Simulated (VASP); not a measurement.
# KI (P4/mmm) in VASP: single point with PBE

Aim: the single point of KI with PBE.

Program: VASP 6.6.1. These are calculated values, not measurements. Logs are shortened: lines on timing, memory, paths and dates and some standing lists are left out, and cuts for length are marked.

### 1 The cell of the first run

Symmetry: P4/mmm, No. 123, tetragonal system. The conventional cell has a = 4.162 Å, b = 4.162 Å, c = 4.420 Å, α = 90.00°, β = 90.00°, γ = 90.00°. Within 4.8 Å of K (site symmetry 4/mmm) lie 8 I at 3.68 Å and 6 K at 4.16 to 4.42 Å. I (site symmetry 4/mmm) has 8 K at 3.68 Å and 6 I at 4.16 to 4.42 Å within 4.8 Å.

### 2 Single point, PBE (strain -0.030 along x and y, +0.030 along z)

File INCAR:

```
SYSTEM = KI
  PREC = Accurate
  ENCUT = 520
  EDIFF = 1E-7
  ISMEAR = 0
  SIGMA = 0.05
  LREAL = .FALSE.
  LASPH = .TRUE.
  NELM = 80
  ALGO = Normal
  ISIF = 2
  LWAVE = .FALSE.
  LCHARG = .FALSE.
  GGA = PE
  NBANDS = 15
```

File KPOINTS:

```
regular mesh
0
G
  6 6 6
  0 0 0
```

File POSCAR:

```
KI
1.0
    4.1624607602      0.0000000000      0.0000000000
    0.0000000000      4.1624607602      0.0000000000
    0.0000000000      0.0000000000      4.4199325598
K I
1 1
Direct
    0.0000000000      0.0000000000      0.0000000000
    0.5000000000      0.5000000000      0.5000000000
```

Potentials or basis: VASP PAW PBE potentials, release 64 (K_sv, I).

Started as:

```console
> cat potpaw_PBE.64/K_sv/POTCAR potpaw_PBE.64/I/POTCAR > POTCAR
> mpirun -np 1 vasp_std > vasp.out
```

OUTCAR:

```text
SYSTEM = KI
   PREC = Accurate
   ENCUT = 520
   EDIFF = 1E-7
   ISMEAR = 0
   LREAL = .FALSE.
   LASPH = .TRUE.
   NELM = 80
   ISIF = 2
   GGA = PE

 ion  position               nearest neighbor table
   1  0.000  0.000  0.000-   2 3.68   2 3.68   2 3.68   2 3.68   2 3.68   2 3.68   2 3.68   2 3.68

   2  0.500  0.500  0.500-   1 3.68   1 3.68   1 3.68   1 3.68   1 3.68   1 3.68   1 3.68   1 3.68

  LATTYP: Found a simple tetragonal cell.
 ALAT       =     4.1624607602
 C/A-ratio  =     1.0618556701

  Lattice vectors:

 A1 = (   4.1624607602,   0.0000000000,   0.0000000000)
 A2 = (   0.0000000000,   4.1624607602,   0.0000000000)
 A3 = (   0.0000000000,   0.0000000000,   4.4199325598)

Analysis of symmetry for initial positions (statically):
=====================================================================
 Subroutine PRICEL returns:
 Original cell was already a primitive cell.

 Routine SETGRP: Setting up the symmetry group for a
 simple tetragonal supercell.

 Subroutine GETGRP returns: Found 16 space group operations
 (whereof 16 operations were pure point group operations)
 out of a pool of 16 trial point group operations.

The static configuration has the point symmetry D_4h.

Analysis of symmetry for dynamics (positions and initial velocities):
=====================================================================
 Subroutine PRICEL returns:
 Original cell was already a primitive cell.

 Routine SETGRP: Setting up the symmetry group for a
 simple tetragonal supercell.

 Subroutine GETGRP returns: Found 16 space group operations
 (whereof 16 operations were pure point group operations)
 out of a pool of 16 trial point group operations.

The dynamic configuration has the point symmetry D_4h.

 Subroutine INISYM returns: Found 16 space group operations
 (whereof 16 operations are pure point group operations),
 and found     1 'primitive' translations

----------------------------------------------------------------------------------------

                                     Primitive cell

  volume of cell :      76.5801

  direct lattice vectors                    reciprocal lattice vectors
     4.162460760  0.000000000  0.000000000     0.240242505  0.000000000  0.000000000
     0.000000000  4.162460760  0.000000000     0.000000000  0.240242505  0.000000000
     0.000000000  0.000000000  4.419932560     0.000000000  0.000000000  0.226247796

  length of vectors
     4.162460760  4.162460760  4.419932560     0.240242505  0.240242505  0.226247796

  position of ions in fractional coordinates (direct lattice)
     0.000000000  0.000000000  0.000000000
     0.500000000  0.500000000  0.500000000

  ion indices of the primitive-cell ions
   primitive index   ion index
                 1           1
                 2           2

----------------------------------------------------------------------------------------

 KPOINTS: regular mesh

Automatic generation of k-mesh.
 Grid dimensions read from file:
 generate k-points for:    6    6    6

 Generating k-lattice:

  Cartesian coordinates                     Fractional coordinates (reciprocal lattice)
     0.040040418  0.000000000  0.000000000     0.166666667  0.000000000  0.000000000
     0.000000000  0.040040418  0.000000000     0.000000000  0.166666667  0.000000000
     0.000000000  0.000000000  0.037707966     0.000000000  0.000000000  0.166666667

  Length of vectors
     0.040040418  0.040040418  0.037707966

  Shift w.r.t. Gamma in fractional coordinates (k-lattice)
     0.000000000  0.000000000  0.000000000

 Subroutine IBZKPT returns following result:
 ===========================================

 Found     40 irreducible k-points:

 Following reciprocal coordinates:
            Coordinates               Weight
  0.000000  0.000000  0.000000      1.000000
  0.166667  0.000000  0.000000      4.000000
  0.333333  0.000000  0.000000      4.000000
  0.500000  0.000000  0.000000      2.000000
  0.166667  0.166667  0.000000      4.000000
  0.333333  0.166667  0.000000      8.000000
[... 16 lines left out ...]
  0.333333  0.000000  0.333333      8.000000
  0.500000  0.000000  0.333333      4.000000
 [... further k-points ...]
   k-points           NKPTS =     40   k-points in BZ     NKDIM =     40   number of bands    NBANDS=     15
   number of dos      NEDOS =    301   number of ions     NIONS =      2
   total plane-waves  NPLWV =  36864
   dimension x,y,z NGX =    32 NGY =   32 NGZ =   36
   dimension x,y,z NGXF=    64 NGYF=   64 NGZF=   72
   ions per type =               1   1
   NGX,Y,Z   is equivalent  to a cutoff of  12.78, 12.78, 13.54 a.u.
   NGXF,Y,Z  is equivalent  to a cutoff of  25.56, 25.56, 27.08 a.u.
 SYSTEM =  KI
   PREC   = accura    normal or accurate (medium, high low for compatibility)
   ISTART =      0    job   : 0-new  1-cont  2-samecut
   ICHARG =      2    charge: 1-file 2-atom 10-const
   ISPIN  =      1    spin polarized calculation?
   LNONCOLLINEAR =      F non collinear calculations
   LSORBIT =      F    spin-orbit coupling
   LASPH  =      T    aspherical Exc in radial PAW
   ENCUT  =  520.0 eV  38.22 Ry    6.18 a.u.   7.74  7.74  8.22*2*pi/ulx,y,z
   NELM   =     80;   NELMIN=  2; NELMDL= -5     # of ELM steps
   EDIFF  = 0.1E-06   stopping-criterion for ELM
   LREAL  =      F    real-space projection
   EDIFFG = 0.1E-05   stopping-criterion for IOM
   NSW    =      0    number of steps for IOM
   IBRION =     -1    ionic relax: 0-MD 1-quasi-New 2-CG
   NFREE  =      0    steps in history (QN), initial steepest desc. (CG)
   ISIF   =      2    stress and relaxation
   ISYM   =      2    0-nonsym 1-usesym 2-fastsym
   POTIM  = 0.5000    time-step for ionic-motion
   TEBEG  =    0.0;   TEEND  =   0.0 temperature during run
   PSTRESS=    0.0 pullay stress
   NELECT =      16.0000    total number of electrons
   NUPDOWN=      -1.0000    fix difference up-down
   EMIN   =  10.00;   EMAX   =-10.00  energy-range for DOS
   EFERMI =   0.00;   METHOD = LEGACY
   ISMEAR =     0;   SIGMA  =   0.05  broadening in eV -4-tet -1-fermi 0-gaus
   EFERMI_NEDOS =   21; number of points for ismear=-14 and -15
   IALGO  =     38    algorithm
   IMIX   =      4    mixing-type and parameters
     AMIX     =   0.40;   BMIX     =  1.00
     AMIX_MAG =   1.60;   BMIX_MAG =  1.00
  volume/ion in A,a.u.               =      38.29       258.39
  Fermi-wavevector in a.u.,A,eV,Ry     =   0.971426  1.835728 12.839376  0.943668
  Thomas-Fermi vector in A             =   2.101642
   LORBIT       =      0    0 simple, 1 ext, 2 COOP (PROOUT), +10 PAW based schemes
   GGA     = PE    functional components
   LHFCALC =     F    Hartree Fock is set to
   AEXX    =    0.0000 exact exchange contribution
   IVDW    =     0    specifies the selected vdW correction
   LEPSILON=     F    determine dielectric tensor
   LRPA    =     F    only Hartree local field effects (RPA)
 non-spin polarized calculation
 Gauss-broadening in eV      SIGMA  =   0.05
  energy-cutoff  :      520.00
  volume of cell :       76.58
 maximum number of plane-waves:      2080
 NGX is ok and might be reduce to    32
   NGX = 15   NGY = 15   NGZ = 17

 number of electron      15.9999998 magnetization

 Free energy of the ion-electron system (eV)
  ---------------------------------------------------
  ext. energy  EPLUGINS =         0.00000000
  ---------------------------------------------------
  free energy    TOTEN  =        -5.39141573 eV

  energy without entropy =       -5.39141573  energy(sigma->0) =       -5.39141573

 E-fermi :   1.5587     XC(G=0):  -7.8377

 val. band max:        1.2224541060   @ k =   0.5000   0.0000   0.5000
 cond. band min:       4.4494762438   @ k =   0.0000   0.0000   0.0000
 fundamental gap:      3.2270221378
 Fermi energy:         1.5586817137

 k-point     1 :       0.0000    0.0000    0.0000
  band No.  band energies     occupation
      1     -28.2747      2.00000
      2     -11.7274      2.00000
      3     -11.7265      2.00000
      4     -11.7265      2.00000
      5     -10.1471      2.00000
      6       0.4519      2.00000
      7       0.8681      2.00000
      8       0.8681      2.00000
      9       4.4495      0.00000
     10       5.7266      0.00000
     11       5.9232      0.00000
     12       9.3939      0.00000
     13       9.3939      0.00000
     14       9.7750      0.00000
     15      11.3326      0.00000

 k-point     2 :       0.1667    0.0000    0.0000
  band No.  band energies     occupation
      1     -28.2730      2.00000
      2     -11.7820      2.00000
      3     -11.7232      2.00000
      4     -11.7229      2.00000
      5     -10.0547      2.00000
      6       0.1304      2.00000
      7       0.4748      2.00000
      8       0.8961      2.00000
      9       4.9744      0.00000
     10       6.0107      0.00000
     11       6.6692      0.00000
     12       9.2529      0.00000
     13       9.5188      0.00000
     14       9.6268      0.00000
     15      10.7447      0.00000

 k-point     3 :       0.3333    0.0000    0.0000
  band No.  band energies     occupation
      1     -28.2695      2.00000
      2     -11.8830      2.00000
      3     -11.7157      2.00000
      4     -11.7147      2.00000
      5      -9.8720      2.00000
      6      -0.9049      2.00000
      7       0.5207      2.00000
      8       0.9529      2.00000
      9       5.9033      0.00000
     10       6.6371      0.00000
     11       8.0302      0.00000
     12       9.1592      0.00000
     13       9.2162      0.00000
     14       9.5211      0.00000
     15       9.8194      0.00000

 k-point     4 :       0.5000    0.0000    0.0000
  band No.  band energies     occupation
      1     -28.2678      2.00000
      2     -11.9296      2.00000
      3     -11.7121      2.00000
      4     -11.7105      2.00000
      5      -9.7802      2.00000
      6      -1.3225      2.00000
      7       0.5437      2.00000
      8       0.9816      2.00000
      9       6.6008      0.00000
     10       7.2182      0.00000
     11       8.1656      0.00000
     12       8.4096      0.00000
     13       9.3810      0.00000
     14       9.7206      0.00000
     15       9.7293      0.00000
[... 307 lines left out ...]
 k-point    22 :       0.1667    0.0000    0.3333
  band No.  band energies     occupation
      1     -28.2705      2.00000
      2     -11.8379      2.00000
      3     -11.7535      2.00000
      4     -11.7166      2.00000
      5      -9.8875      2.00000
      6      -0.8292      2.00000
      7       0.3190      2.00000
      8       0.9497      2.00000
      9       6.4120      0.00000
     10       6.6843      0.00000
     11       7.7055      0.00000
     12       8.8853      0.00000
     13       9.0736      0.00000
     14       9.8540      0.00000
     15       9.8901      0.00000

 k-point    23 :       0.3333    0.0000    0.3333
  band No.  band energies     occupation
      1     -28.2672      2.00000
      2     -11.8365      2.00000
      3     -11.7837      2.00000
      4     -11.7106      2.00000
      5      -9.8206      2.00000
      6      -0.6579      2.00000
      7      -0.4460      2.00000
      8       1.0860      2.00000
      9       5.8049      0.00000
     10       6.8745      0.00000
     11       8.3428      0.00000
     12       8.7439      0.00000
     13       8.9341      0.00000
     14       9.2380      0.00000
     15      10.3356      0.00000

 k-point    24 :       0.5000    0.0000    0.3333
  band No.  band energies     occupation
      1     -28.2655      2.00000
      2     -11.8660      2.00000
      3     -11.7677      2.00000
      4     -11.7075      2.00000
      5      -9.7858      2.00000
      6      -0.9411      2.00000
      7      -0.3697      2.00000
      8       1.1585      2.00000
      9       5.3997      0.00000
     10       6.9968      0.00000
     11       8.3351      0.00000
     12       8.3355      0.00000
     13       9.0922      0.00000
     14       9.7516      0.00000
     15      10.7998      0.00000

 [... further k-points ...]

------------------------ aborting loop because EDIFF is reached ----------------------------------------

  FORCE on cell =-STRESS in cart. coord.  units (eV):
  Direction    XX          YY          ZZ          XY          YZ          ZX
  --------------------------------------------------------------------------------------
  -------------------------------------------------------------------------------------
  Total        0.7870083      0.7870083     -0.0997420      0.0000000      0.0000000     -0.0000000
  in kB       16.4654639     16.4654639     -2.0867602      0.0000000      0.0000000     -0.0000000
  external PRESSURE =      10.2813892 kB  Pullay stress =       0.0000000 kB

 VOLUME and BASIS-vectors are now :
 -----------------------------------------------------------------------------
  energy-cutoff  :      520.00
  volume of cell :       76.58
      direct lattice vectors                 reciprocal lattice vectors
     4.162460760  0.000000000  0.000000000     0.240242505  0.000000000  0.000000000
     0.000000000  4.162460760  0.000000000     0.000000000  0.240242505  0.000000000
     0.000000000  0.000000000  4.419932560     0.000000000  0.000000000  0.226247796

 POSITION                                       TOTAL-FORCE (eV/Angst)
 -----------------------------------------------------------------------------------
      0.00000      0.00000      0.00000         0.000000      0.000000      0.000000
      2.08123      2.08123      2.20997         0.000000      0.000000      0.000000
 -----------------------------------------------------------------------------------
    total drift:                                0.000000      0.000000     -0.000000

  FREE ENERGIE OF THE ION-ELECTRON SYSTEM (eV)
  ---------------------------------------------------
  free  energy   TOTEN  =        -5.3914157305 eV

  energy  without entropy=       -5.3914157305  energy(sigma->0) =       -5.39141573
```

Run time: 17 s. Hardware: 1 thread of AMD EPYC 9R45 (Zen 5), shared host; peak memory 0.17 GiB.

What came out:

* Free energy: -5.3914 eV
* Pressure: 1.0 GPa
* Band gap on the k mesh: 3.23 eV (least direct gap 3.58 eV)

Stress tensor (GPa, compression positive):
```
 1.65  0.00  0.00
 0.00  1.65  0.00
 0.00  0.00 -0.21
```

Levels at points of the mesh, in eV from the valence-band top:
```
           k point  band 6  band 7  band 8  band 9  band 10  band 11
(0.00, 0.00, 0.00)   -0.77   -0.35   -0.35    3.23     4.50     4.70
(0.50, 0.00, 0.00)   -2.54   -0.68   -0.24    5.38     6.00     6.94
(0.50, 0.50, 0.00)   -1.91   -1.91   -0.32    3.85     5.29     6.32
(0.00, 0.00, 0.50)   -2.51   -0.33   -0.33    5.50     5.97     6.89
(0.50, 0.00, 0.50)   -2.02   -1.83    0.00    3.71     5.72     6.77
(0.50, 0.50, 0.50)   -1.92   -1.92   -1.77    5.45     5.56     5.56
```

Caveat: the cell differs from its parent crystal (strain -0.030 along x and y, +0.030 along z); spin-orbit coupling is left out, which moves the levels of the heavy elements. A k mesh can miss the band edges.
